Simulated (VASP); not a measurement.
TiN (Osbornite), 2 atoms in the cell. Symmetry: Fm-3m, No. 225, cubic system. The conventional cell has a = 4.238 Å, b = 4.238 Å, c = 4.238 Å, α = 90.00°, β = 90.00°, γ = 90.00°. Ti (site symmetry m-3m) has 6 N at 2.12 Å within 2.8 Å. N (site symmetry m-3m) has 6 Ti at 2.12 Å within 2.8 Å. 

```yaml
Program: VASP 6.6.1
Task: relaxation of cell and atoms
Functional: PBEsol
Potentials_or_basis: VASP PAW PBE potentials, release 64 (Ti_sv, N)
Cutoff: 600 eV
k_mesh: 9 × 9 × 9
Occupations: methfessel-paxton, width 0.2 eV
Spin: no spin polarisation
Dipole_correction: no
Further_INCAR_settings: ALGO = Normal; EDIFF = 1e-06; IBRION = 2; EDIFFG = -0.01; NSW = 80; ISIF = 3
```

Potentials or basis: VASP PAW PBE potentials, release 64 (Ti_sv, N).

The run is started by

```sh
$ cat potpaw_PBE.64/Ti_sv/POTCAR potpaw_PBE.64/N/POTCAR > POTCAR
$ mpirun -np 1 vasp_std > vasp.out
```

Hardware: 1 thread of AMD EPYC 7R13, on a shared host.

Q: Estimate the wall time of this run.

A: It took 80 s on 1 thread of AMD EPYC 7R13 (shared host), peak memory 0.12 GiB. Counts: scf iterations 37, k points 35, ion steps 3.
